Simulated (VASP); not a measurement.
# MgO (I4/mmm) in VASP: a series of runs

MgO is run at these levels: PBE; tasks: single point.

Everything below comes from runs of VASP 6.6.1. Logs are shortened: lines on timing, memory, paths and dates and some standing lists are left out, and cuts for length are marked.

## 1. The cell of the first run

It takes space group I4/mmm (No. 139, tetragonal). Conventional cell: a = 3.032 Å, b = 3.032 Å, c = 4.156 Å, α = 90.00°, β = 90.00°, γ = 90.00°. Within 2.8 Å of Mg (site symmetry 4/mmm) lie 6 O at 2.08 to 2.14 Å. Within 2.8 Å of O (site symmetry 4/mmm) lie 6 Mg at 2.08 to 2.14 Å.

## 2. Single point, PBE (epitaxial xy strain +2.0%)

Input file INCAR:

```
PREC = Accurate ; ENCUT = 520
EDIFF = 1E-6 ; ISMEAR = 0
SIGMA = 0.01 ; LREAL = F
LASPH = T ; NELM = 100
ALGO = Normal ; ISIF = 2
LWAVE = F ; LCHARG = F
GGA = PE ; NBANDS = 11
```

Input file KPOINTS:

```
regular mesh
0
Gamma
  6 6 6
```

Input file POSCAR:

```
MgO
1.0
    0.0000000000      2.1442107638      2.0779648331
    2.1442107638      0.0000000000      2.0779648331
    2.1442107638      2.1442107638      0.0000000000
Mg O
1 1
Direct
    0.0000000000      0.0000000000      0.0000000000
    0.5000000000      0.5000000000      0.5000000000
```

Potentials or basis: VASP PAW PBE potentials, release 64 (Mg, O).

The run is started by

```bash
$ cat potpaw_PBE.64/Mg/POTCAR potpaw_PBE.64/O/POTCAR > POTCAR
$ mpirun -np 1 vasp_std > vasp.out
```

OUTCAR:

```text
PREC = Accurate
   ENCUT = 520
   EDIFF = 1E-6
   ISMEAR = 0
   LREAL = F
   LASPH = T
   NELM = 100
   ISIF = 2
   GGA = PE

 ion  position               nearest neighbor table
   1  0.000  0.000  0.000-   2 2.08   2 2.08   2 2.14   2 2.14   2 2.14   2 2.14
   2  0.500  0.500  0.500-   1 2.08   1 2.08   1 2.14   1 2.14   1 2.14   1 2.14

  LATTYP: Found a body centered tetragonal cell.
 ALAT       =     3.0323719428
 C/A-ratio  =     1.3705210788

  Lattice vectors:

 A1 = (   0.0000000000,  -2.1442107638,  -2.0779648331)
 A2 = (   0.0000000000,   2.1442107638,  -2.0779648331)
 A3 = (   2.1442107638,   0.0000000000,   2.0779648331)

Analysis of symmetry for initial positions (statically):
=====================================================================
 Subroutine PRICEL returns:
 Original cell was already a primitive cell.

 Routine SETGRP: Setting up the symmetry group for a
 body centered tetragonal supercell.

 Subroutine GETGRP returns: Found 16 space group operations
 (whereof 16 operations were pure point group operations)
 out of a pool of 16 trial point group operations.

The static configuration has the point symmetry D_4h.

Analysis of symmetry for dynamics (positions and initial velocities):
=====================================================================
 Subroutine PRICEL returns:
 Original cell was already a primitive cell.

 Routine SETGRP: Setting up the symmetry group for a
 body centered tetragonal supercell.

 Subroutine GETGRP returns: Found 16 space group operations
 (whereof 16 operations were pure point group operations)
 out of a pool of 16 trial point group operations.

The dynamic configuration has the point symmetry D_4h.

 Subroutine INISYM returns: Found 16 space group operations
 (whereof 16 operations are pure point group operations),
 and found     1 'primitive' translations

----------------------------------------------------------------------------------------

                                     Primitive cell

  volume of cell :      19.1075

  direct lattice vectors                    reciprocal lattice vectors
     0.000000000  2.144210764  2.077964833    -0.233186032  0.233186032  0.240620049
     2.144210764  0.000000000  2.077964833     0.233186032 -0.233186032  0.240620049
     2.144210764  2.144210764  0.000000000     0.233186032  0.233186032 -0.240620049

  length of vectors
     2.985896456  2.985896456  3.032371943     0.408227215  0.408227215  0.408227215

  position of ions in fractional coordinates (direct lattice)
     0.000000000  0.000000000  0.000000000
     0.500000000  0.500000000  0.500000000

  ion indices of the primitive-cell ions
   primitive index   ion index
                 1           1
                 2           2

----------------------------------------------------------------------------------------

 KPOINTS: regular mesh

Automatic generation of k-mesh.
 Grid dimensions read from file:
 generate k-points for:    6    6    6

 Generating k-lattice:

  Cartesian coordinates                     Fractional coordinates (reciprocal lattice)
    -0.038864339  0.038864339  0.040103342     0.166666667 -0.000000000  0.000000000
     0.038864339 -0.038864339  0.040103342    -0.000000000  0.166666667  0.000000000
     0.038864339  0.038864339 -0.040103342     0.000000000  0.000000000  0.166666667

  Length of vectors
     0.068037869  0.068037869  0.068037869

  Shift w.r.t. Gamma in fractional coordinates (k-lattice)
     0.000000000  0.000000000  0.000000000

 Subroutine IBZKPT returns following result:
 ===========================================

 Found     30 irreducible k-points:

 Following reciprocal coordinates:
            Coordinates               Weight
  0.000000  0.000000  0.000000      1.000000
  0.166667 -0.000000  0.000000      8.000000
  0.333333 -0.000000  0.000000      8.000000
  0.500000  0.000000  0.000000      4.000000
  0.166667  0.166667  0.000000      2.000000
  0.333333  0.166667  0.000000      8.000000
[... 16 lines left out ...]
  0.333333  0.000000  0.333333      4.000000
  0.500000 -0.000000  0.333333     16.000000
 [... further k-points ...]
   k-points           NKPTS =     30   k-points in BZ     NKDIM =     30   number of bands    NBANDS=     11
   number of dos      NEDOS =    301   number of ions     NIONS =      2
   total plane-waves  NPLWV =  13824
   dimension x,y,z NGX =    24 NGY =   24 NGZ =   24
   dimension x,y,z NGXF=    48 NGYF=   48 NGZF=   48
   ions per type =               1   1
   NGX,Y,Z   is equivalent  to a cutoff of  13.36, 13.36, 13.16 a.u.
   NGXF,Y,Z  is equivalent  to a cutoff of  26.72, 26.72, 26.32 a.u.
 SYSTEM =  unknown system
   PREC   = accura    normal or accurate (medium, high low for compatibility)
   ISTART =      0    job   : 0-new  1-cont  2-samecut
   ICHARG =      2    charge: 1-file 2-atom 10-const
   ISPIN  =      1    spin polarized calculation?
   LNONCOLLINEAR =      F non collinear calculations
[... 57 lines left out ...]
 fundamental gap:      4.4802691656
 Fermi energy:         3.0850627327

 k-point     1 :       0.0000    0.0000    0.0000
  band No.  band energies     occupation
      1     -14.1318      2.00000
      2       2.9681      2.00000
      3       3.0433      2.00000
      4       3.0433      2.00000
      5       7.5236      0.00000
      6      18.5953      0.00000
      7      18.5953      0.00000
      8      18.9178      0.00000
      9      22.5628      0.00000
     10      23.7954      0.00000
     11      24.8238      0.00000

 k-point     2 :       0.1667   -0.0000    0.0000
  band No.  band energies     occupation
      1     -13.8600      2.00000
      2       1.5253      2.00000
      3       2.8419      2.00000
      4       2.8600      2.00000
      5       8.9496      0.00000
      6      16.3721      0.00000
      7      19.0963      0.00000
      8      19.3915      0.00000
      9      22.6173      0.00000
     10      23.3231      0.00000
     11      25.0075      0.00000

 k-point     3 :       0.3333   -0.0000    0.0000
  band No.  band energies     occupation
      1     -13.2510      2.00000
      2      -0.5814      2.00000
      3       2.5186      2.00000
      4       2.5541      2.00000
      5      10.5022      0.00000
      6      15.1453      0.00000
      7      19.0705      0.00000
      8      19.7168      0.00000
      9      23.5455      0.00000
     10      23.6993      0.00000
     11      24.2294      0.00000

 k-point     4 :       0.5000    0.0000    0.0000
  band No.  band energies     occupation
      1     -12.9030      2.00000
      2      -1.4989      2.00000
      3       2.3587      2.00000
      4       2.4182      2.00000
      5      10.7681      0.00000
      6      15.3625      0.00000
      7      18.7590      0.00000
      8      19.4772      0.00000
      9      23.5623      0.00000
     10      25.1177      0.00000
     11      25.3988      0.00000

 k-point     5 :       0.1667    0.1667    0.0000
  band No.  band energies     occupation
      1     -13.7576      2.00000
      2       1.4101      2.00000
      3       2.6310      2.00000
      4       2.6310      2.00000
      5       9.4254      0.00000
      6      15.6200      0.00000
      7      19.3591      0.00000
      8      19.3591      0.00000
      9      20.9540      0.00000
     10      24.6815      0.00000
     11      27.7856      0.00000
[... 211 lines left out ...]
 k-point    21 :      -0.1667    0.3333    0.1667
  band No.  band energies     occupation
      1     -12.9120      2.00000
      2      -0.4085      2.00000
      3       1.2018      2.00000
      4       2.0601      2.00000
      5      12.7600      0.00000
      6      14.1338      0.00000
      7      16.2392      0.00000
      8      19.7336      0.00000
      9      22.3371      0.00000
     10      25.4968      0.00000
     11      30.6736      0.00000

 k-point    22 :      -0.3333    0.5000    0.1667
  band No.  band energies     occupation
      1     -12.5877      2.00000
      2      -0.4025      2.00000
      3       0.7646      2.00000
      4       1.3816      2.00000
      5      13.2645      0.00000
      6      14.1291      0.00000
      7      15.5325      0.00000
      8      19.0749      0.00000
      9      22.6001      0.00000
     10      27.2767      0.00000
     11      29.0036      0.00000

 k-point    23 :       0.3333    0.0000    0.3333
  band No.  band energies     occupation
      1     -13.0606      2.00000
      2      -0.3588      2.00000
      3       1.9369      2.00000
      4       2.1076      2.00000
      5      12.0601      0.00000
      6      13.1084      0.00000
      7      16.5011      0.00000
      8      20.8546      0.00000
      9      21.2738      0.00000
     10      27.5576      0.00000
     11      29.3974      0.00000

 k-point    24 :       0.5000   -0.0000    0.3333
  band No.  band energies     occupation
      1     -12.7440      2.00000
      2      -0.6953      2.00000
      3       1.1742      2.00000
      4       1.9070      2.00000
      5      12.7664      0.00000
      6      13.6508      0.00000
      7      15.6228      0.00000
      8      20.9743      0.00000
      9      21.4348      0.00000
     10      28.5968      0.00000
     11      29.2410      0.00000

 [... further k-points ...]
[... 5 lines left out ...]
  --------------------------------------------------------------------------------------
  -------------------------------------------------------------------------------------
  Total       -0.1712620     -0.1712620      0.5690064      0.0000000      0.0000000     -0.0000000
  in kB      -14.3604645    -14.3604645     47.7116640      0.0000000      0.0000000     -0.0000000
  external PRESSURE =       6.3302450 kB  Pullay stress =       0.0000000 kB

 VOLUME and BASIS-vectors are now :
 -----------------------------------------------------------------------------
  energy-cutoff  :      520.00
  volume of cell :       19.11
      direct lattice vectors                 reciprocal lattice vectors
     0.000000000  2.144210764  2.077964833    -0.233186032  0.233186032  0.240620049
     2.144210764  0.000000000  2.077964833     0.233186032 -0.233186032  0.240620049
     2.144210764  2.144210764  0.000000000     0.233186032  0.233186032 -0.240620049

 POSITION                                       TOTAL-FORCE (eV/Angst)
 -----------------------------------------------------------------------------------
      0.00000      0.00000      0.00000         0.000000      0.000000      0.000000
      2.14421      2.14421      2.07796        -0.000000     -0.000000      0.000000
 -----------------------------------------------------------------------------------
    total drift:                               -0.000000     -0.000000      0.000000

  FREE ENERGIE OF THE ION-ELECTRON SYSTEM (eV)
  ---------------------------------------------------
  free  energy   TOTEN  =       -11.9037333414 eV

  energy  without entropy=      -11.9037333414  energy(sigma->0) =      -11.90373334
```

Wall time 15 s (1 thread of Intel Xeon 8259CL, shared host); peak memory 0.11 GiB.

What came out:

| Property | Result |
| --- | --- |
| Free energy | -11.9037 eV |
| Pressure | 0.6 GPa |
| Band gap on the k mesh | 4.48 eV, direct |

Levels at points of the mesh, in eV from the valence-band top:
```tsv
k point	band 1	band 2	band 3	band 4	band 5	band 6	band 7	band 8
(0.00, 0.00, 0.00)	-17.18	-0.08	0.00	0.00	4.48	15.55	15.55	15.87
(0.50, 0.00, 0.00)	-15.95	-4.54	-0.68	-0.63	7.72	12.32	15.72	16.43
(0.50, 0.50, 0.00)	-15.64	-3.94	-1.43	-1.43	8.86	9.69	13.12	18.37
(0.50, 0.00, 0.50)	-15.72	-4.05	-1.39	-1.20	9.19	9.72	12.70	18.44
```

Caveat: the k points lie up to 0.43 Å⁻¹ apart; the cell differs from its parent crystal (epitaxial xy strain +2.0%).

## 3. Single point, PBE (epitaxial xy strain -4.0%)

Input file INCAR:

```
SYSTEM = MgO
ALGO = Normal ; EDIFF = 1E-7
ENCUT = 520 ; GGA = PE
ISIF = 2 ; ISMEAR = -1
LASPH = .True. ; LCHARG = .False.
LREAL = .False. ; LWAVE = .False.
NBANDS = 11 ; NELM = 60
PREC = Accurate ; SIGMA = 0.02
```

Input file KPOINTS:

```
k-points
0
Gamma
  10 10 10
  0 0 0
```

Input file POSCAR:

```
MgO
1.0
    0.0000000000      2.0180807188      2.1596961461
    2.0180807188      0.0000000000      2.1596961461
    2.0180807188      2.0180807188      0.0000000000
Mg O
1 1
Direct
    0.0000000000      0.0000000000      0.0000000000
    0.5000000000      0.5000000000      0.5000000000
```

Potentials or basis: VASP PAW PBE potentials, release 64 (Mg, O).

The run is started by

```bash
$ cat potpaw_PBE.64/Mg/POTCAR potpaw_PBE.64/O/POTCAR > POTCAR
$ mpirun -np 1 vasp_std > vasp.out
```

It took 36 s on 1 thread of Intel Xeon 8259CL, shared host; peak memory 0.12 GiB.

Results (log left out):

| Quantity | Value |
| --- | --- |
| Free energy | -11.7936 eV |
| Pressure | 17.2 GPa |
| Band gap on the k mesh | 5.23 eV, direct |

Stress tensor (GPa, compression positive):
```
23.25  0.00  0.00
 0.00 23.25  0.00
 0.00  0.00  5.01
```

Levels at points of the mesh, in eV from the valence-band top:
| k point | band 1 | band 2 | band 3 | band 4 | band 5 | band 6 | band 7 | band 8 | band 9 |
| --- | --- | --- | --- | --- | --- | --- | --- | --- | --- |
| (0.00, 0.00, 0.00) | -17.66 | -0.11 | -0.11 | 0.00 | 5.23 | 15.63 | 16.38 | 16.38 | 20.22 |
| (0.50, 0.00, 0.00) | -16.21 | -4.95 | -0.89 | -0.71 | 8.18 | 13.19 | 16.24 | 17.72 | 21.72 |
| (0.50, 0.50, 0.00) | -16.08 | -4.57 | -1.29 | -1.29 | 9.62 | 10.75 | 13.08 | 20.41 | 20.41 |
| (0.50, 0.00, 0.50) | -15.87 | -4.31 | -1.81 | -1.38 | 8.93 | 10.55 | 13.98 | 18.90 | 20.32 |

Caveat: the cell differs from its parent crystal (epitaxial xy strain -4.0%).

## 4. Single point, PBE (epitaxial xy strain -3.0%)

Input file INCAR:

```
PREC = Accurate
ENCUT = 520
EDIFF = 1E-6
ISMEAR = -1
SIGMA = 0.02
LREAL = False
LASPH = True
NELM = 100
ALGO = Normal
ISIF = 2
LWAVE = False
LCHARG = True
GGA = PE
LELF = True
LVHAR = True
NBANDS = 11
```

Input file KPOINTS:

```
Automatic mesh
0
Gamma
  10 10 10
```

Input file POSCAR:

```
MgO
1.0
    0.0000000000      2.0391023930      2.1440878316
    2.0391023930      0.0000000000      2.1440878316
    2.0391023930      2.0391023930      0.0000000000
Mg O
1 1
Direct
    0.0000000000      0.0000000000      0.0000000000
    0.5000000000      0.5000000000      0.5000000000
```

The run is started by

```bash
$ cat potpaw_PBE.64/Mg/POTCAR potpaw_PBE.64/O/POTCAR > POTCAR
$ mpirun -np 1 vasp_std > vasp.out
```

It took 40 s on 1 thread of Intel Xeon 8259CL, shared host; peak memory 0.12 GiB.

The run converged. Its results:

```yaml
Free_energy: -11.8369 eV
Pressure: 13.5 GPa
Band_gap_on_the_k_mesh: 5.12 eV, direct
```

Stress tensor (GPa, compression positive):
```
17.80  0.00  0.00
 0.00 17.80  0.00
 0.00  0.00  4.97
```

Levels at points of the mesh, in eV from the valence-band top:
```tsv
k point	band 2	band 3	band 4	band 5	band 6	band 7
(0.00, 0.00, 0.00)	-0.09	-0.09	0.00	5.12	15.67	16.22
(0.50, 0.00, 0.00)	-4.88	-0.83	-0.71	8.12	13.06	16.24
(0.50, 0.50, 0.00)	-4.46	-1.32	-1.32	9.48	10.54	13.10
(0.50, 0.00, 0.50)	-4.27	-1.70	-1.38	8.97	10.41	13.77
```

Caveat: the cell differs from its parent crystal (epitaxial xy strain -3.0%).

## 5. Single point, PBE (epitaxial xy strain -2.0%)

Input file INCAR:

```
SYSTEM = MgO
PREC     = Accurate       ! precision mode
ENCUT    = 520            ! plane-wave cutoff, eV
EDIFF    = 1E-6           ! SCF threshold, eV
ISMEAR   = -1             ! smearing method
SIGMA    = 0.02           ! smearing width, eV
LREAL    = .False.        ! projectors in reciprocal space
LASPH    = .True.         ! aspherical terms in the spheres
NELM     = 80             ! most SCF steps
ALGO     = Normal         ! electronic algorithm
ISIF     = 2              ! what is computed and relaxed
LWAVE    = .False.        ! write WAVECAR
LCHARG   = .True.         ! write CHGCAR
GGA      = PE             ! functional
LELF     = .True.         ! ELF
LVHAR    = .True.       
NBANDS   = 11             ! bands
```

Input file KPOINTS:

```
Automatic mesh
0
Gamma
  10 10 10
  0 0 0
```

Input file POSCAR:

```
MgO
1.0
    0.0000000000      2.0601240671      2.1293490089
    2.0601240671      0.0000000000      2.1293490089
    2.0601240671      2.0601240671      0.0000000000
Mg O
1 1
Direct
    0.0000000000      0.0000000000      0.0000000000
    0.5000000000      0.5000000000      0.5000000000
```

The run is started by

```bash
$ cat potpaw_PBE.64/Mg/POTCAR potpaw_PBE.64/O/POTCAR > POTCAR
$ mpirun -np 1 vasp_std > vasp.out
```

Run time: 31 s. Hardware: 1 thread of Intel Xeon 8259CL, shared host; peak memory 0.12 GiB.

Results (log left out):

| Quantity | Value |
| --- | --- |
| Free energy | -11.8686 eV |
| Pressure | 10.3 GPa |
| Band gap on the k mesh | 5.01 eV, direct |

Stress tensor (GPa, compression positive):
```
12.97  0.00  0.00
 0.00 12.97  0.00
 0.00  0.00  4.95
```

Levels at points of the mesh, in eV from the valence-band top:
| k point | band 2 | band 3 | band 4 | band 5 | band 6 | band 7 |
| --- | --- | --- | --- | --- | --- | --- |
| (0.00, 0.00, 0.00) | -0.06 | -0.06 | 0.00 | 5.01 | 15.72 | 16.08 |
| (0.50, 0.00, 0.00) | -4.80 | -0.77 | -0.70 | 8.06 | 12.94 | 16.27 |
| (0.50, 0.50, 0.00) | -4.34 | -1.34 | -1.34 | 9.35 | 10.35 | 13.12 |
| (0.50, 0.00, 0.50) | -4.22 | -1.59 | -1.38 | 9.01 | 10.28 | 13.56 |

Caveat: the cell differs from its parent crystal (epitaxial xy strain -2.0%).

## 6. Single point, PBE (epitaxial xy strain -1.0%)

Input file INCAR:

```
PREC = Accurate
ENCUT = 520
EDIFF = 1E-6
ISMEAR = -1
SIGMA = 0.02
LREAL = F
LASPH = T
NELM = 80
ALGO = Normal
ISIF = 2
LWAVE = F
LCHARG = F
GGA = PE
NBANDS = 11
```

Input file KPOINTS:

```
regular mesh
0
Gamma
  10 10 10
```

Input file POSCAR:

```
MgO
1.0
    0.0000000000      2.0811457413      2.1154270457
    2.0811457413      0.0000000000      2.1154270457
    2.0811457413      2.0811457413      0.0000000000
Mg O
1 1
Direct
    0.0000000000      0.0000000000      0.0000000000
    0.5000000000      0.5000000000      0.5000000000
```

Potentials or basis: VASP PAW PBE potentials, release 64 (Mg, O).

The run is started by

```bash
$ cat potpaw_PBE.64/Mg/POTCAR potpaw_PBE.64/O/POTCAR > POTCAR
$ mpirun -np 1 vasp_std > vasp.out
```

It took 33 s on 1 thread of Intel Xeon 8259CL, shared host; peak memory 0.12 GiB.

Results (log left out):

| Property | Result |
| --- | --- |
| Free energy | -11.8902 eV |
| Pressure | 7.4 GPa |
| Band gap on the k mesh | 4.89 eV, direct |

Stress tensor (GPa, compression positive):
```
8.68 0.00 0.00
0.00 8.68 0.00
0.00 0.00 4.91
```

Levels at points of the mesh, in eV from the valence-band top:
| k point | band 2 | band 3 | band 4 | band 5 | band 6 | band 7 |
| --- | --- | --- | --- | --- | --- | --- |
| (0.00, 0.00, 0.00) | -0.03 | -0.03 | 0.00 | 4.89 | 15.77 | 15.95 |
| (0.50, 0.00, 0.00) | -4.72 | -0.72 | -0.68 | 8.00 | 12.80 | 16.31 |
| (0.50, 0.50, 0.00) | -4.23 | -1.35 | -1.35 | 9.24 | 10.18 | 13.14 |
| (0.50, 0.00, 0.50) | -4.17 | -1.47 | -1.37 | 9.07 | 10.15 | 13.36 |

Caveat: the cell differs from its parent crystal (epitaxial xy strain -1.0%).

## 7. Summary

```csv
cell,k mesh,smearing,gap on the mesh (eV),pressure (GPa)
"a = 2.986, b = 2.986, c = 3.032 Å, angles 59.5, 59.5, 61.0°, 2 atoms",6 × 6 × 6,gaussian 0.01 eV,4.48,0.6
"a = 2.956, b = 2.956, c = 2.854 Å, angles 61.1, 61.1, 57.7°, 2 atoms",10 × 10 × 10,fermi-dirac 0.02 eV,5.23,17.2
"a = 2.959, b = 2.959, c = 2.884 Å, angles 60.8, 60.8, 58.3°, 2 atoms",10 × 10 × 10,fermi-dirac 0.02 eV,5.12,13.5
"a = 2.963, b = 2.963, c = 2.913 Å, angles 60.5, 60.5, 58.9°, 2 atoms",10 × 10 × 10,fermi-dirac 0.02 eV,5.01,10.3
"a = 2.968, b = 2.968, c = 2.943 Å, angles 60.3, 60.3, 59.5°, 2 atoms",10 × 10 × 10,fermi-dirac 0.02 eV,4.89,7.4
```

Alike in all rows: task single point; level PBE; potentials or basis VASP PAW PBE potentials, release 64 (Mg, O); no spin polarisation; cutoff (eV) 520.

Caveats: some runs use coarse meshes.

Total energies depend on the potentials used, so only differences within one code and one set of settings carry meaning.
